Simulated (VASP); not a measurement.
Set up this calculation in VASP 6.6.1, as the native input.

- Task: relaxation of shape and atoms at fixed volume
- Functional: RPBE
- Potentials or basis: VASP PAW PBE potentials, release 64 (B, N)
- Cutoff: 600 eV
- k mesh: 10 × 10 × 6
- Occupations: gaussian, width 0.05 eV
- Spin: no spin polarisation
- Dipole correction: no
- Further INCAR settings: ALGO = Normal; EDIFF = 1e-07; IBRION = 2; EDIFFG = -0.02; NSW = 60; ISIF = 4

The structure of BN lies in POSCAR:

```
BN
1.0
    2.5369300313      0.0000000000      0.0000000000
   -1.2684650156      2.1970458547      0.0000000000
    0.0000000000      0.0000000000      4.1959171560
B N
2 2
Direct
    0.6666666667      0.3333333333      0.0002721809
    0.3333333333      0.6666666667      0.5002721809
    0.6666666667      0.3333333333      0.3747278191
    0.3333333333      0.6666666667      0.8747278191
```

The input as run:

INCAR

```
SYSTEM = BN
  PREC = Accurate
  ENCUT = 600
  EDIFF = 1E-7
  ISMEAR = 0
  SIGMA = 0.05
  LREAL = .False.
  LASPH = .True.
  NELM = 120
  ALGO = Normal
  ISIF = 4
  LWAVE = .False.
  LCHARG = .False.
  GGA = RP
  IBRION = 2
  NSW = 60
  EDIFFG = -0.02
  GGA_COMPAT = .False.
  NELMIN = 4
```

KPOINTS

```
Automatic mesh
0
Gamma
  10 10 6
  0 0 0
```

Potentials or basis: VASP PAW PBE potentials, release 64 (B, N).

Run with:

```console
$ cat potpaw_PBE.64/B/POTCAR potpaw_PBE.64/N/POTCAR > POTCAR
$ mpirun -np 1 vasp_std > vasp.out
```

It gave:

```json
{
 "Pressure after relaxing": "14.0 GPa",
 "Largest force after relaxing": "0.005 eV/Å",
 "Band gap on the k mesh": "5.43 eV (least direct gap 8.38 eV)"
}
```

Caveat: the relaxation stopped at its first step, so nothing moved; the PAW data sets were made with another functional, which shifts forces and pressure a little.

Run time: 21 s on 1 thread of Intel(R) Xeon(R) Platinum 8259CL CPU @ 2.50GHz (Skylake/Cascade Lake), on a shared host, peak memory 0.14 GiB.
